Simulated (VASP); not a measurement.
Here is a VASP 6.6.1 calculation.

File INCAR:

```
PREC = Accurate ; ENCUT = 520
EDIFF = 1E-6 ; ISMEAR = 0
SIGMA = 0.02 ; LREAL = F
LASPH = T ; NELM = 80
ALGO = Normal ; ISIF = 2
LWAVE = F ; LCHARG = T
GGA = PE ; LELF = T
LVHAR = T ; NBANDS = 12
```

File KPOINTS:

```
Automatic mesh
0
Gamma
  8 8 8
```

Contents of POSCAR:

```
LiCl
1.0
    0.0000000000      2.5756997545      2.5756997545
    2.5756997545      0.0000000000      2.5756997545
    2.5756997545      2.5756997545      0.0000000000
Li Cl
1 1
Direct
    0.0000000000      0.0000000000      0.0000000000
    0.5000000000      0.5000000000      0.5000000000
```

Potentials or basis: VASP PAW PBE potentials, release 64 (Li_sv, Cl).

Run with:

```console
$ cat potpaw_PBE.64/Li_sv/POTCAR potpaw_PBE.64/Cl/POTCAR > POTCAR
$ mpirun -np 1 vasp_std > vasp.out
```

Question: What does it give for the band gap on the k mesh?

Answer: 6.27 eV, direct.

 A k mesh can miss the band edges.
